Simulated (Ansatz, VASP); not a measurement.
In2O3 in VASP and in Ansatz

```
In O
1.0
     2.75382    1.58992    4.85434
    -2.75382    1.58992    4.85434
     0.00000   -3.17984    4.85434
In O
4 6
Direct
  0.85704 0.85704 0.85704
  0.35704 0.35704 0.35704
  0.14296 0.14296 0.14296
  0.64296 0.64296 0.64296
  0.45339 0.04661 0.75000
  0.04661 0.75000 0.45339
  0.54661 0.95339 0.25000
  0.25000 0.54661 0.95339
  0.95339 0.25000 0.54661
  0.75000 0.45339 0.04661
```

Alike in both runs: task single point; functional PBE; k mesh 6 × 6 × 6; occupations fermi-dirac, width 0.02 eV; no spin polarisation.

|  | VASP | Ansatz |
| --- | --- | --- |
| version | VASP 6.6.1 | Ansatz 0.2.0 |
| potentials or method | VASP PAW PBE potentials, release 64 (In_d, O) | plane waves, PAW |
| plane-wave cutoff (eV) | 520 | 420 |
| valence electrons in the cell | 88 | 88 |

Ansatz gave:

```
gap on the k mesh at the Fermi level (eV)                     : 1.23
pressure (GPa)                                                : 6.4
traceless stress, the component that is largest in VASP (GPa) : -0.41
rms of the force components (eV/Å)                            : 0.039
```

Which values does VASP return?

gap on the k mesh at the Fermi level (eV): 1.22; pressure (GPa): 6.9; traceless stress, the component that is largest in VASP (GPa): -0.52; rms of the force components (eV/Å): 0.035.

Atom by atom the forces differ by 0.006 eV/Å (rms over components).
